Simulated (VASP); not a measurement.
Write the native input for VASP 6.6.1 that does the following.

```
Task                   : single point
Functional             : r2SCAN
Potentials or basis    : VASP PAW PBE potentials, release 64 (F)
Cutoff                 : 520 eV
k mesh                 : 6 × 6 × 3
Occupations            : fermi-dirac, width 0.05 eV
Spin                   : no spin polarisation
Dipole correction      : no
Further INCAR settings : ALGO = Normal; EDIFF = 1e-06; NBANDS = 22
```

Crystal: F.

```
CELL_PARAMETERS angstrom
2.54349 -1.67929 0.27725
2.54349 1.67929 0.27725
-0.70200 0.00000 6.59761
ATOMIC_POSITIONS crystal
F 0.90752 0.59199 0.09461
F 0.40801 0.09248 0.40539
F 0.09248 0.40801 0.90539
F 0.59199 0.90752 0.59461
```

One way to write it, as run:

POSCAR

```
F
1.0
    2.5434873890     -1.6792923528      0.2772539219
    2.5434873890      1.6792923528      0.2772539219
   -0.7019977922      0.0000000000      6.5976096190
F
4
Direct
    0.9075218338      0.5919918657      0.0946097114
    0.4080081343      0.0924781662      0.4053902886
    0.0924781662      0.4080081343      0.9053902886
    0.5919918657      0.9075218338      0.5946097114
```

INCAR.step1

```
PREC     = Accurate       # precision mode
ENCUT    = 520            # plane-wave cutoff, eV
ISMEAR   = -1             # smearing method
SIGMA    = 0.05           # smearing width, eV
LREAL    = False          # projectors in reciprocal space
LASPH    = True           # aspherical terms in the spheres
NELM     = 60             # most SCF steps
NBANDS   = 22             # bands
GGA      = PE             # functional
ALGO     = Normal         # electronic algorithm
EDIFF    = 1E-4           # SCF threshold, eV
LWAVE    = True           # write WAVECAR
LCHARG   = False          # write CHGCAR
```

INCAR.step2

```
PREC     = Accurate       # precision mode
ENCUT    = 520            # plane-wave cutoff, eV
EDIFF    = 1E-6           # SCF threshold, eV
ISMEAR   = -1             # smearing method
SIGMA    = 0.05           # smearing width, eV
LREAL    = False          # projectors in reciprocal space
LASPH    = True           # aspherical terms in the spheres
NELM     = 60             # most SCF steps
ALGO     = Normal         # electronic algorithm
ISIF     = 2              # what is computed and relaxed
LWAVE    = False          # write WAVECAR
LCHARG   = False          # write CHGCAR
METAGGA  = R2SCAN         # meta-GGA
LMIXTAU  = True         
NBANDS   = 22             # bands
ISTART   = 1
```

KPOINTS

```
Automatic mesh
0
Gamma
  6 6 3
```

Potentials or basis: VASP PAW PBE potentials, release 64 (F).

Run with:

```bash
$ cat potpaw_PBE.64/F/POTCAR > POTCAR
$ cp INCAR.step1 INCAR
$ mpirun -np 1 vasp_std > vasp.out
$ cp INCAR.step2 INCAR
$ mpirun -np 1 vasp_std > vasp.out
```

Results of the run:

```yaml
Pressure: 0.8 GPa
Largest_force: 0.582 eV/Å
Band_gap_on_the_k_mesh: 3.85 eV, direct
```

Caveat: the PAW data sets were made with another functional, which shifts forces and pressure a little.

It took 97 s on 1 thread of Intel(R) Xeon(R) Platinum 8375C CPU @ 2.90GHz (Ice Lake), on a shared host, peak memory 0.17 GiB.
